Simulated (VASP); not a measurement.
A run of VASP 6.6.1 is set up as follows.

INCAR

```
SYSTEM = CdTe
PREC     = Accurate       ! precision mode
ENCUT    = 500            ! plane-wave cutoff, eV
EDIFF    = 1E-6           ! SCF threshold, eV
ISMEAR   = 0              ! smearing method
SIGMA    = 0.05           ! smearing width, eV
LREAL    = .FALSE.        ! projectors in reciprocal space
LASPH    = .TRUE.         ! aspherical terms in the spheres
NELM     = 120            ! most SCF steps
ALGO     = Normal         ! electronic algorithm
ISIF     = 2              ! what is computed and relaxed
LWAVE    = .FALSE.        ! write WAVECAR
LCHARG   = .TRUE.         ! write CHGCAR
GGA      = PS             ! functional
LELF     = .TRUE.         ! ELF
LVHAR    = .TRUE.       
NBANDS   = 16             ! bands
GGA_COMPAT= .FALSE.
```

KPOINTS

```
regular mesh
0
G
  4 4 4
  0 0 0
```

File POSCAR:

```
CdTe
1.0
    0.0000000000      3.2458162717      3.2458162717
    3.2458162717      0.0000000000      3.2458162717
    3.2458162717      3.2458162717      0.0000000000
Cd Te
1 1
Direct
    0.0000000000      0.0000000000      0.0000000000
    0.2500000000      0.2500000000      0.2500000000
```

Potentials or basis: VASP PAW PBE potentials, release 64 (Cd, Te).

Run with:

```console
$ cat potpaw_PBE.64/Cd/POTCAR potpaw_PBE.64/Te/POTCAR > POTCAR
$ mpirun -np 1 vasp_std > vasp.out
```

(1) Estimate the band gap on the k mesh.

(2) Predict the pressure.

Results:

(1) 0.63 eV.

(2) 0.4 GPa.

Caveat: the PAW data sets were made with another functional, which shifts forces and pressure a little; spin-orbit coupling is left out, which moves the levels of the heavy elements.
